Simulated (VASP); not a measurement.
# TaSi2 (C222) in VASP: single point with PBEsol

Aim: the single point of TaSi2 with PBEsol.

Program: VASP 6.6.1. These are calculated values, not measurements. Logs are shortened: lines on timing, memory, paths and dates and some standing lists are left out, and cuts for length are marked.

**1. The cell of the first run**

The structure is orthorhombic, space group C222 (No. 21). Conventional cell: a = 4.761 Å, b = 8.246 Å, c = 14.612 Å, α = 90.00°, β = 90.00°, γ = 90.00°. Within 3.4 Å of Ta (site symmetry 2) lie 10 Si at 2.60 to 2.81 Å and 4 Ta at 3.23 Å. Ta (site symmetry 2) has 8 Si at 2.60 to 2.81 Å and 2 Ta at 3.23 Å within 3.4 Å. Within 3.4 Å of Ta (site symmetry 2) lie 10 Si at 2.60 to 2.81 Å and 4 Ta at 3.23 Å. Within 3.4 Å of Si (site symmetry 1) lie 9 Si at 2.55 to 3.31 Å and 5 Ta at 2.60 to 2.81 Å. Within 3.4 Å of Si (site symmetry 1) lie 6 Si at 2.55 to 3.31 Å and 4 Ta at 2.60 to 2.81 Å. Si (site symmetry 1) has 9 Si at 2.55 to 3.31 Å and 5 Ta at 2.60 to 2.81 Å within 3.4 Å.

**2. Single point, PBEsol**

INCAR reads:

```
PREC     = Accurate       # precision mode
ENCUT    = 520            # plane-wave cutoff, eV
EDIFF    = 1E-7           # SCF threshold, eV
ISMEAR   = 0              # smearing method
SIGMA    = 0.15           # smearing width, eV
LREAL    = Auto         
LASPH    = True           # aspherical terms in the spheres
NELM     = 60             # most SCF steps
ALGO     = Normal         # electronic algorithm
ISIF     = 2              # what is computed and relaxed
LWAVE    = False          # write WAVECAR
LCHARG   = True           # write CHGCAR
GGA      = PS             # functional
LELF     = True           # ELF
LVHAR    = True         
NBANDS   = 72             # bands
```

KPOINTS reads:

```
Automatic mesh
0
Gamma
  9 9 3
```

POSCAR reads:

```
TaSi2
1.0
   -4.7609902395      0.0000000000      0.0000000000
   -2.3804951198     -4.1231384946      0.0000000000
    0.0000000000      0.0000000000     14.6122860716
Ta Si
6 12
Direct
    0.5000000000      0.0000000000      0.2243366645
    0.5000000000      0.0000000000      0.6730099935
    0.0000000000      0.5000000000      0.0747788882
    0.0000000000      0.5000000000      0.5234522171
    0.5000000000      0.5000000000      0.8225677698
    0.5000000000      0.5000000000      0.3738944408
    0.1592827539      0.6814344921      0.2243366645
    0.1592827539      0.6814344921      0.6730099935
    0.3185655079      0.8407172461      0.0747788882
    0.3185655079      0.8407172461      0.5234522171
    0.1592827539      0.1592827539      0.8225677698
    0.1592827539      0.1592827539      0.3738944408
    0.8407172461      0.3185655079      0.2243366645
    0.8407172461      0.3185655079      0.6730099935
    0.6814344921      0.1592827539      0.0747788882
    0.6814344921      0.1592827539      0.5234522171
    0.8407172461      0.8407172461      0.8225677698
    0.8407172461      0.8407172461      0.3738944408
```

Potentials or basis: VASP PAW PBE potentials, release 64 (Ta_pv, Si).

The run is started by

```console
$ cat potpaw_PBE.64/Ta_pv/POTCAR potpaw_PBE.64/Si/POTCAR > POTCAR
$ mpirun -np 1 vasp_std > vasp.out
```

OUTCAR:

```text
PREC = Accurate
   ENCUT = 520
   EDIFF = 1E-7
   ISMEAR = 0
   LREAL = Auto
   LASPH = True
   NELM = 60
   ISIF = 2
   GGA = PS

 ion  position               nearest neighbor table
   1  0.500  0.000  0.224-   9 2.60  15 2.60  12 2.60  18 2.60   7 2.72  13 2.72  13 2.72   7 2.72
                            13 2.81   7 2.81   3 3.23   3 3.23   6 3.23   6 3.23
   2  0.500  0.000  0.673-  11 2.60  17 2.60  16 2.60  10 2.60   8 2.72  14 2.72  14 2.72   8 2.72
                            14 2.81   8 2.81   5 3.23   5 3.23   4 3.23   4 3.23
   3  0.000  0.500  0.075-   7 2.60  13 2.60  15 2.72   9 2.72  15 2.72   9 2.72  15 2.81   9 2.81
                             1 3.23   1 3.23
   4  0.000  0.500  0.523-  12 2.60  18 2.60  14 2.60   8 2.60  16 2.72  10 2.72  10 2.72  16 2.72
                            16 2.81  10 2.81   6 3.23   6 3.23   2 3.23   2 3.23
   5  0.500  0.500  0.823-   8 2.60  14 2.60  11 2.72  17 2.72  17 2.72  11 2.72  11 2.81  17 2.81
                             2 3.23   2 3.23
   6  0.500  0.500  0.374-   7 2.60  13 2.60  10 2.60  16 2.60  12 2.72  18 2.72  18 2.72  12 2.72
                            12 2.81  18 2.81   4 3.23   4 3.23   1 3.23   1 3.23
   7  0.159  0.681  0.224-  18 2.55   9 2.55   3 2.60   6 2.60  13 2.63   1 2.72   1 2.72   1 2.81
                            13 2.81  13 2.81
   8  0.159  0.681  0.673-  17 2.55  10 2.55   5 2.60   4 2.60  14 2.63   2 2.72   2 2.72   2 2.81
                            14 2.81  14 2.81
   9  0.319  0.841  0.075-   7 2.55   1 2.60  15 2.63   3 2.72   3 2.72   3 2.81  15 2.81  15 2.81
[... 17 lines left out ...]
  18  0.841  0.841  0.374-   7 2.55  16 2.55   1 2.60   4 2.60  12 2.63   6 2.72   6 2.72   6 2.81
                            12 2.81  12 2.81

  LATTYP: Found a hexagonal cell.
 ALAT       =     4.7609902395
 C/A-ratio  =     3.0691695081

  Lattice vectors:

 A1 = (   2.3804951198,   4.1231384946,   0.0000000000)
 A2 = (  -4.7609902395,   0.0000000000,   0.0000000000)
 A3 = (   0.0000000000,   0.0000000000,  14.6122860716)

Analysis of symmetry for initial positions (statically):
=====================================================================
 Subroutine PRICEL returns:
 Original cell was already a primitive cell.

 Routine SETGRP: Setting up the symmetry group for a
 hexagonal supercell.

 Subroutine GETGRP returns: Found  4 space group operations
 (whereof  2 operations were pure point group operations)
 out of a pool of 24 trial point group operations.

The static configuration has the point symmetry C_2 .
 The point group associated with its full space group is D_2 .

Analysis of symmetry for dynamics (positions and initial velocities):
=====================================================================
 Subroutine PRICEL returns:
 Original cell was already a primitive cell.

 Routine SETGRP: Setting up the symmetry group for a
 hexagonal supercell.

 Subroutine GETGRP returns: Found  4 space group operations
 (whereof  2 operations were pure point group operations)
 out of a pool of 24 trial point group operations.

The dynamic configuration has the point symmetry C_2 .
 The point group associated with its full space group is D_2 .

 Subroutine INISYM returns: Found  4 space group operations
 (whereof  2 operations are pure point group operations),
 and found     1 'primitive' translations

----------------------------------------------------------------------------------------

                                     Primitive cell

  volume of cell :     286.8424

  direct lattice vectors                    reciprocal lattice vectors
    -4.760990239  0.000000000  0.000000000    -0.210040338  0.121266846  0.000000000
    -2.380495120 -4.123138495  0.000000000     0.000000000 -0.242533692  0.000000000
     0.000000000  0.000000000 14.612286072     0.000000000  0.000000000  0.068435561

  length of vectors
     4.760990239  4.760990240 14.612286072     0.242533692  0.242533692  0.068435561

  position of ions in fractional coordinates (direct lattice)
     0.500000000  0.000000000  0.224336665
     0.500000000  0.000000000  0.673009994
     1.000000000  0.500000000  0.074778888
     1.000000000  0.500000000  0.523452217
     0.500000000  0.500000000  0.822567770
     0.500000000  0.500000000  0.373894441
[... 10 lines left out ...]
     0.840717246  0.840717246  0.822567770
     0.840717246  0.840717246  0.373894441

  ion indices of the primitive-cell ions
   primitive index   ion index
                 1           1
                 2           2
                 3           3
                 4           4
                 5           5
                 6           6
[... 10 lines left out ...]
                17          17
                18          18

----------------------------------------------------------------------------------------

 KPOINTS: Automatic mesh

Automatic generation of k-mesh.
 Grid dimensions read from file:
 generate k-points for:    9    9    3

 Generating k-lattice:

  Cartesian coordinates                     Fractional coordinates (reciprocal lattice)
    -0.023337815  0.013474094  0.000000000     0.111111111 -0.000000000  0.000000000
     0.000000000 -0.026948188  0.000000000     0.000000000  0.111111111  0.000000000
     0.000000000  0.000000000  0.022811854     0.000000000  0.000000000  0.333333333

  Length of vectors
     0.026948188  0.026948188  0.022811854

  Shift w.r.t. Gamma in fractional coordinates (k-lattice)
     0.000000000  0.000000000  0.000000000

 Subroutine IBZKPT returns following result:
 ===========================================

 Found     50 irreducible k-points:

 Following reciprocal coordinates:
            Coordinates               Weight
  0.000000  0.000000  0.000000      1.000000
  0.111111  0.000000  0.000000      4.000000
  0.000000  0.111111  0.000000      2.000000
  0.222222  0.000000  0.000000      4.000000
  0.000000  0.222222  0.000000      2.000000
  0.333333  0.000000  0.000000      4.000000
[... 16 lines left out ...]
  0.333333 -0.444444  0.000000      4.000000
 -0.222222  0.333333  0.000000      4.000000
 [... further k-points ...]
   k-points           NKPTS =     50   k-points in BZ     NKDIM =     50   number of bands    NBANDS=     72
   number of dos      NEDOS =    301   number of ions     NIONS =     18
   total plane-waves  NPLWV = 145152
   dimension x,y,z NGX =    36 NGY =   36 NGZ =  112
   dimension x,y,z NGXF=    72 NGYF=   72 NGZF=  224
   ions per type =               6  12
   NGX,Y,Z   is equivalent  to a cutoff of  12.57, 12.57, 12.74 a.u.
   NGXF,Y,Z  is equivalent  to a cutoff of  25.14, 25.14, 25.48 a.u.
 SYSTEM =  unknown system
   PREC   = accura    normal or accurate (medium, high low for compatibility)
   ISTART =      0    job   : 0-new  1-cont  2-samecut
   ICHARG =      2    charge: 1-file 2-atom 10-const
   ISPIN  =      1    spin polarized calculation?
   LNONCOLLINEAR =      F non collinear calculations
   LSORBIT =      F    spin-orbit coupling
   LASPH  =      T    aspherical Exc in radial PAW
   ENCUT  =  520.0 eV  38.22 Ry    6.18 a.u.   8.85  8.85 27.17*2*pi/ulx,y,z
   NELM   =     60;   NELMIN=  2; NELMDL= -5     # of ELM steps
   EDIFF  = 0.1E-06   stopping-criterion for ELM
   LREAL  =      T    real-space projection
   EDIFFG = 0.1E-05   stopping-criterion for IOM
   NSW    =      0    number of steps for IOM
   IBRION =     -1    ionic relax: 0-MD 1-quasi-New 2-CG
   NFREE  =      0    steps in history (QN), initial steepest desc. (CG)
   ISIF   =      2    stress and relaxation
   ISYM   =      2    0-nonsym 1-usesym 2-fastsym
   POTIM  = 0.5000    time-step for ionic-motion
   TEBEG  =    0.0;   TEEND  =   0.0 temperature during run
   PSTRESS=    0.0 pullay stress
   NELECT =     114.0000    total number of electrons
   NUPDOWN=      -1.0000    fix difference up-down
   EMIN   =  10.00;   EMAX   =-10.00  energy-range for DOS
   EFERMI =   0.00;   METHOD = LEGACY
   ISMEAR =     0;   SIGMA  =   0.15  broadening in eV -4-tet -1-fermi 0-gaus
   EFERMI_NEDOS =   21; number of points for ismear=-14 and -15
   IALGO  =     38    algorithm
   IMIX   =      4    mixing-type and parameters
     AMIX     =   0.40;   BMIX     =  1.00
     AMIX_MAG =   1.60;   BMIX_MAG =  1.00
  volume/ion in A,a.u.               =      15.94       107.54
  Fermi-wavevector in a.u.,A,eV,Ry     =   1.203636  2.274543 19.711313  1.448741
  Thomas-Fermi vector in A             =   2.339384
   LORBIT       =      0    0 simple, 1 ext, 2 COOP (PROOUT), +10 PAW based schemes
   GGA     = PS    functional components
   LHFCALC =     F    Hartree Fock is set to
   AEXX    =    0.0000 exact exchange contribution
   IVDW    =     0    specifies the selected vdW correction
   LEPSILON=     F    determine dielectric tensor
   LRPA    =     F    only Hartree local field effects (RPA)
 non-spin polarized calculation
 Gauss-broadening in eV      SIGMA  =   0.15
  energy-cutoff  :      520.00
  volume of cell :      286.84
 maximum number of plane-waves:      7749
   NGX = 17   NGY = 17   NGZ = 55

 number of electron     114.0000000 magnetization

 Free energy of the ion-electron system (eV)
  ---------------------------------------------------
  ext. energy  EPLUGINS =         0.00000000
  ---------------------------------------------------
  free energy    TOTEN  =      -149.29218301 eV

  energy without entropy =     -149.16936355  energy(sigma->0) =     -149.23077328

 E-fermi :   8.0000     XC(G=0): -11.5766

 val. band max:        7.9984478272   @ k =  -0.4444   0.1111   0.3333
 cond. band min:       8.0046514363   @ k =   0.2222   0.4444   0.3333
 fundamental gap:      0.0062036091
 Fermi energy:         7.9999630492

 k-point     1 :       0.0000    0.0000    0.0000
  band No.  band energies     occupation
      1     -26.5287      2.00000
      2     -26.5246      2.00000
      3     -26.3167      2.00000
      4     -26.3150      2.00000
      5     -26.2922      2.00000
      6     -26.2914      2.00000
[... 1717 lines left out ...]
     68      10.6045      0.00000
     69      10.6855      0.00000

 [... further k-points ...]

 [bands above 69 left out]

------------------------ aborting loop because EDIFF is reached ----------------------------------------

  FORCE on cell =-STRESS in cart. coord.  units (eV):
  Direction    XX          YY          ZZ          XY          YZ          ZX
  --------------------------------------------------------------------------------------
  -------------------------------------------------------------------------------------
  Total       -6.4535225     -6.8048863     -8.1989459     -0.0000000      0.0000000      0.0000000
  in kB      -36.0465773    -38.0091427    -45.7957552     -0.0000000      0.0000000      0.0000000
  external PRESSURE =     -39.9504917 kB  Pullay stress =       0.0000000 kB

 VOLUME and BASIS-vectors are now :
 -----------------------------------------------------------------------------
  energy-cutoff  :      520.00
  volume of cell :      286.84
      direct lattice vectors                 reciprocal lattice vectors
    -4.760990239  0.000000000  0.000000000    -0.210040338  0.121266846  0.000000000
    -2.380495120 -4.123138495  0.000000000     0.000000000 -0.242533692  0.000000000
     0.000000000  0.000000000 14.612286072     0.000000000  0.000000000  0.068435561

 POSITION                                       TOTAL-FORCE (eV/Angst)
 -----------------------------------------------------------------------------------
     -2.38050      0.00000      3.27807        -0.000000     -0.000000      0.337450
     -2.38050      0.00000      9.83421        -0.000000     -0.000000     -0.337450
     -1.19025     -2.06157      1.09269        -0.000000     -0.000000      0.007777
     -1.19025     -2.06157      7.64883        -0.000000     -0.000000     -0.003245
     -3.57074     -2.06157     12.01960        -0.000000     -0.000000     -0.007777
     -3.57074     -2.06157      5.46345        -0.000000     -0.000000      0.003245
[... 10 lines left out ...]
     -6.00397     -3.46639     12.01960        -0.003704      0.428961      0.937527
     -6.00397     -3.46639      5.46345         0.008983      0.067632     -0.031894
 -----------------------------------------------------------------------------------
    total drift:                               -0.000000     -0.000000      0.000001

  FREE ENERGIE OF THE ION-ELECTRON SYSTEM (eV)
  ---------------------------------------------------
  free  energy   TOTEN  =      -149.2921830074 eV

  energy  without entropy=     -149.1693635484  energy(sigma->0) =     -149.23077328
```

It took 20 min on 1 thread of Intel Xeon 6975P-C (Granite Rapids), shared host; peak memory 0.78 GiB.

Results:

```
Free energy            : -149.2922 eV
Pressure               : -4.0 GPa
Largest force          : 1.031 eV/Å
Band gap on the k mesh : zero (band 57 reaches 8.16 eV, above the bottom of band 58 at 7.83 eV)
```

Forces in eV/Å, atoms in the order of the input:
```
Ta   0.000  0.000  0.337
Ta   0.000  0.000 -0.337
Ta   0.000  0.000  0.008
Ta   0.000  0.000 -0.003
Ta   0.000  0.000 -0.008
Ta   0.000  0.000  0.003
Si   0.231  0.065 -0.312
Si  -0.231  0.065  0.312
Si   0.004  0.429 -0.938
Si  -0.009  0.068  0.032
Si   0.004 -0.429  0.938
Si  -0.009 -0.068 -0.032
Si  -0.231 -0.065 -0.312
Si   0.231 -0.065  0.312
Si  -0.004 -0.429 -0.938
Si   0.009 -0.068  0.032
Si  -0.004  0.429  0.938
Si   0.009  0.068 -0.032
```

Levels at points of the mesh, in eV from the Fermi level:
```
           k point  band 54  band 55  band 56  band 57  band 58  band 59  band 60  band 61
(0.00, 0.00, 0.00)    -1.55    -0.27    -0.08     0.11     0.18     0.35     0.93     1.03
```

Caveat: the PAW data sets were made with another functional, which shifts forces and pressure a little; spin-orbit coupling is left out, which moves the levels of the heavy elements.
